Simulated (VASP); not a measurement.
Runs of VASP 6.6.1 on Hf. The structure is that of space group P6_3/mmc (No. 194), or close to it. The cells are those of the table. 

```tsv
task	level	cell	cutoff (eV)	gap on the mesh (eV)	pressure (GPa)	relaxed volume (Å³/atom)
relaxation of cell and atoms	PBE+D4	relaxed from a = 3.197, b = 3.197, c = 5.058 Å, angles 90.0, 90.0, 120.0°, 2 atoms	500	none	0.0	(a)
single point	RPBE	a = 3.233, b = 3.233, c = 5.125 Å, angles 90.0, 90.0, 120.0°, 2 atoms	500	none	-0.5	-
relaxation of cell and atoms	r2SCAN	relaxed from a = 3.197, b = 3.197, c = 5.058 Å, angles 90.0, 90.0, 120.0°, 2 atoms	550	none	0.0	22.27
single point	PBE+D3(BJ)	a = 3.169, b = 3.169, c = 5.032 Å, angles 90.0, 90.0, 120.0°, 2 atoms	500	none	-0.4	-
single point	PBE+D4	a = 3.188, b = 3.188, c = 5.058 Å, angles 90.0, 90.0, 120.0°, 2 atoms	500	none	-0.4	-
```

Alike in all rows: potentials or basis VASP PAW PBE potentials, release 64 (Hf_pv); no spin polarisation; k mesh 13 × 13 × 7; smearing fermi-dirac 0.15 eV.

**Question.** Estimate the missing entries.

**Answer.** (a) 22.17.

Caveats: spin-orbit coupling is left out, which moves the levels of the heavy elements; the PAW data sets were made with another functional, which shifts forces and pressure a little (at least some runs).

A k mesh can miss the band edges, and the runs leave out spin-orbit coupling on Hf.

A gap of «none» marks levels without a gap at the run's occupations.
